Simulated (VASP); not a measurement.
Sn, 6 atoms in the cell. The cell holds a slab with vacuum, 6 atoms: a = 4.626 Å, b = 4.626 Å, c = 23.498 Å, α = 90.00°, β = 90.00°, γ = 120.00°. 

| Quantity | Value |
| --- | --- |
| Program | VASP 6.6.1 |
| Task | single point |
| Functional | PBEsol |
| Potentials or basis | VASP PAW PBE potentials, release 64 (Sn_d) |
| Cutoff | 400 eV |
| k mesh | 9 × 9 × 1 |
| Occupations | gaussian, width 0.1 eV |
| Spin | no spin polarisation |
| Dipole correction | yes |
| Further INCAR settings | ALGO = Normal; EDIFF = 1e-06; NBANDS = 51; NELMDL = -8 |

Potentials or basis: VASP PAW PBE potentials, release 64 (Sn_d).

Command:

```bash
$ cat potpaw_PBE.64/Sn_d/POTCAR > POTCAR
$ mpirun -np 1 vasp_std > vasp.out
```

Hardware: 1 thread of Intel(R) Xeon(R) Platinum 8488C (Sapphire Rapids) (shared host).

Task: How long does it take, and how much memory?

Result: Wall time 6.7 min on 1 thread of Intel(R) Xeon(R) Platinum 8488C (Sapphire Rapids) (shared host), peak memory 0.42 GiB. Counts: scf iterations 25, k points 12.
